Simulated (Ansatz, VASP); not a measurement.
**Two plane-wave programs on Al2Cu**

Contents of INCAR:

```
SYSTEM = Al2Cu
ALGO = Fast
EDIFF = 1E-6
ENCUT = 520
GGA = PS
ISIF = 2
ISMEAR = 0
LASPH = .True.
LCHARG = .False.
LREAL = .False.
LWAVE = .False.
NBANDS = 26
NELM = 60
PREC = Accurate
SIGMA = 0.15
```

KPOINTS

```
k-points
0
Gamma
  10 10 10
  0 0 0
```

The input POSCAR:

```
Al2Cu
1.0
   -3.1163500000      3.1163500000      2.5345000000
    3.1163500000     -3.1163500000      2.5345000000
    3.1163500000      3.1163500000     -2.5345000000
Al Cu
4 2
Direct
    0.1593210787      0.6593210787      0.8186421574
    0.6593210787      0.8406789213      0.5000000000
    0.8406789213      0.3406789213      0.1813578426
    0.3406789213      0.1593210787      0.5000000000
    0.7500000000      0.7500000000      0.0000000000
    0.2500000000      0.2500000000      0.0000000000
```

Input for Ansatz:

```yaml
crystal:
  lattice:
    - [-3.11635, 3.11635, 2.5345]
    - [3.11635, -3.11635, 2.5345]
    - [3.11635, 3.11635, -2.5345]
  atoms:
    - { symbol: Al, position: [0.1593210787, 0.6593210787, 0.8186421574] }
    - { symbol: Al, position: [0.6593210787, 0.8406789213, 0.5] }
    - { symbol: Al, position: [0.8406789213, 0.3406789213, 0.1813578426] }
    - { symbol: Al, position: [0.3406789213, 0.1593210787, 0.5] }
    - { symbol: Cu, position: [0.75, 0.75, 0.0] }
    - { symbol: Cu, position: [0.25, 0.25, 0.0] }
basis:
  ecutwfc: 520.0
kpoints:
  mp_grid: { grid: [10, 10, 10] }
hamiltonian:
  xc: pbesol
  pseudopotentials: { kind: paw, azcp: { folder: soft_1 } }
scf:
  occupations: { method: gaussian, width: 0.15 }
output:
  forces: true
  stress: true
  eigenvalues: true
```

Alike in both runs: task single point; functional PBEsol; k mesh 10 × 10 × 10; occupations gaussian, width 0.15 eV; no spin polarisation.

|  | VASP | Ansatz |
| --- | --- | --- |
| version | VASP 6.6.1 | Ansatz 0.2.0 |
| potentials or method | VASP PAW PBE potentials, release 64 (Al, Cu), cutoff 520 eV | scalar-relativistic, plane waves, PAW |
| valence electrons in the cell | 34 | 50 |

```csv
,VASP,Ansatz,Ansatz less VASP
gap on the k mesh at the Fermi level (eV),none,none,-
pressure (GPa),-10.4,-10.4,-0.07
"traceless stress, the component that is largest in VASP (GPa)",-0.59,-0.63,-0.033
rms of the force components (eV/Å),0.040,0.041,+0.0012
```

VASP's potentials were made for PBE, not for PBEsol, and Ansatz warns of the same on its side. Atom by atom the forces differ by 0.001 eV/Å (rms over components). A gap of «none» marks a metal or a gap that the smearing closes. VASP's potentials hold 34 valence electrons a cell and Ansatz's 50, so a difference there can come from the potentials and not from the codes.
